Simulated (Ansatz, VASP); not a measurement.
# Te2Mo: VASP beside Ansatz

Contents of INCAR:

```
SYSTEM = Te2Mo
  PREC = Accurate
  ENCUT = 520
  EDIFF = 1E-6
  ISMEAR = 1
  SIGMA = 0.1
  LREAL = .FALSE.
  LASPH = .TRUE.
  NELM = 100
  ALGO = Normal
  ISIF = 2
  LWAVE = .FALSE.
  LCHARG = .FALSE.
  GGA = PS
  NBANDS = 35
```

The input KPOINTS:

```
Automatic mesh
0
G
  6 6 2
  0 0 0
```

File POSCAR:

```
Te2Mo
1.0
    3.5182000000      0.0000000000      0.0000000000
   -1.7591000000      3.0468510000      0.0000000000
    0.0000000000      0.0000000000     13.9736000000
Te Mo
4 2
Direct
    0.3333333333      0.6666666667      0.6210000000
    0.6666666667      0.3333333333      0.1210000000
    0.3333333333      0.6666666667      0.8790000000
    0.6666666667      0.3333333333      0.3790000000
    0.3333333333      0.6666666667      0.2500000000
    0.6666666667      0.3333333333      0.7500000000
```

Input for Ansatz:

```yaml
crystal:
  lattice:
    - [3.5182, 0.0, 0.0]
    - [-1.7591, 3.046851, 0.0]
    - [0.0, 0.0, 13.9736]
  atoms:
    - { symbol: Te, position: [0.3333333333333333, 0.6666666666666666, 0.621] }
    - { symbol: Te, position: [0.6666666666666666, 0.3333333333333333, 0.121] }
    - { symbol: Te, position: [0.3333333333333333, 0.6666666666666666, 0.879] }
    - { symbol: Te, position: [0.6666666666666666, 0.3333333333333333, 0.379] }
    - { symbol: Mo, position: [0.3333333333333333, 0.6666666666666666, 0.25] }
    - { symbol: Mo, position: [0.6666666666666666, 0.3333333333333333, 0.75] }
basis:
  ecutwfc: 550.0
kpoints:
  mp_grid:
    grid: [6, 6, 2]
hamiltonian:
  xc: pbesol
  pseudopotentials:
    kind: paw
scf:
  occupations:
    method: methfessel_paxton
    width: 0.1
output:
  forces: true
  stress: true
```

Alike in both runs: task single point; functional PBEsol; k mesh 6 × 6 × 2; occupations methfessel-paxton of order 1, width 0.1 eV; no spin polarisation.

```csv
,VASP,Ansatz
version,VASP 6.6.1,Ansatz 0.2.0
potentials or method,"VASP PAW PBE potentials, release 64 (Te, Mo_sv), cutoff 520 eV","plane waves, PAW"
valence electrons in the cell,52,92
```

|  | VASP | Ansatz | Ansatz less VASP |
| --- | --- | --- | --- |
| pressure (GPa) | -1.0 | -1.1 | -0.13 |
| traceless stress, the component that is largest in VASP (GPa) | 0.46 | 0.40 | -0.063 |
| rms of the force components (eV/Å) | 0.027 | 0.041 | +0.0136 |

VASP's potentials were made for PBE, not for PBEsol. Atom by atom the forces differ by 0.014 eV/Å (rms over components). The functional is the same, so the differences come from potentials, cutoffs and numerics. VASP's potentials hold 52 valence electrons a cell and Ansatz's 92, so a difference there can come from the potentials and not from the codes.

Spin-orbit coupling is off throughout.
